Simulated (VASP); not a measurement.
## AlN: single point with LDA

The system is AlN.

```
Al N
1.0
    -1.63784    2.83682    0.00000
     0.00000    0.00000    4.10063
     4.91352    2.83682    0.00000
Al N
4 4
Direct
  0.60849 0.75000 0.10188
  0.00000 0.75000 0.66667
  0.00000 0.25000 0.33333
  0.50000 0.25000 0.83333
  0.50000 0.25000 0.16667
  0.00000 0.25000 0.66667
  0.00000 0.75000 0.33333
  0.50000 0.75000 0.83333
```

This cell differs from its parent crystal: atom 1 (Al) moved by -0.496 Å along [1 0 0] and +0.124 Å along [1 2 0].

```json
{
  "Program": "VASP 6.6.1",
  "Task": "single point",
  "Functional": "LDA",
  "Potentials or basis": "VASP PAW LDA potentials, release 64 (Al, N)",
  "Cutoff": "520 eV",
  "k mesh": "8 × 6 × 4",
  "Occupations": "gaussian, width 0.05 eV",
  "Spin": "no spin polarisation",
  "Dipole correction": "no",
  "Further INCAR settings": "ALGO = Normal; EDIFF = 1e-06; NBANDS = 26"
}
```

```json
{
 "Pressure": "9.9 GPa",
 "Largest force": "12.392 eV/Å",
 "Band gap on the k mesh": "2.51 eV"
}
```

Forces in eV/Å, atoms in the order of the input:
```
Al  11.065  5.578  0.000
Al  -2.167 -0.971  0.000
Al  -0.472  0.261  0.000
Al  -0.047 -0.538  0.000
N   -1.996 -0.121  0.000
N    0.737  0.475  0.000
N   -0.633  0.561  0.000
N   -6.488 -5.245  0.000
```

Stress tensor (GPa, compression positive):
```
13.55 15.37  0.00
15.37 14.96  0.00
 0.00  0.00  1.11
```

Levels at points of the mesh, in eV from the valence-band top:
```csv
k point,band 14,band 15,band 16,band 17,band 18,band 19
"(0.00, 0.00, 0.00)",-1.82,-0.26,0.00,2.51,3.81,4.51
"(0.50, 0.00, 0.00)",-2.33,-2.26,-1.97,4.75,4.79,5.78
"(0.00, 0.50, 0.00)",-1.74,-1.70,-0.89,3.71,4.75,5.65
"(0.50, 0.50, 0.00)",-1.49,-0.62,-0.50,5.25,5.28,6.33
"(0.00, 0.00, 0.50)",-1.90,-0.74,-0.19,3.42,5.01,5.94
"(0.50, 0.00, 0.50)",-2.57,-1.67,-1.25,3.15,4.03,6.04
"(0.00, 0.50, 0.50)",-1.74,-1.50,-0.95,3.47,4.86,5.21
"(0.50, 0.50, 0.50)",-2.29,-1.37,-1.00,4.26,4.46,5.31
```

Run time: 120 s on 1 thread of Intel(R) Xeon(R) Platinum 8488C (Sapphire Rapids) (shared host), peak memory 0.22 GiB.

Caveat: the cell differs from its parent crystal (atom 1 (Al) moved by -0.496 Å along [1 0 0] and +0.124 Å along [1 2 0]); the cell stands under pressure; forces of over 1 eV/Å act on the atoms, so gaps and moduli don't describe the material at rest. A k mesh can miss the band edges.
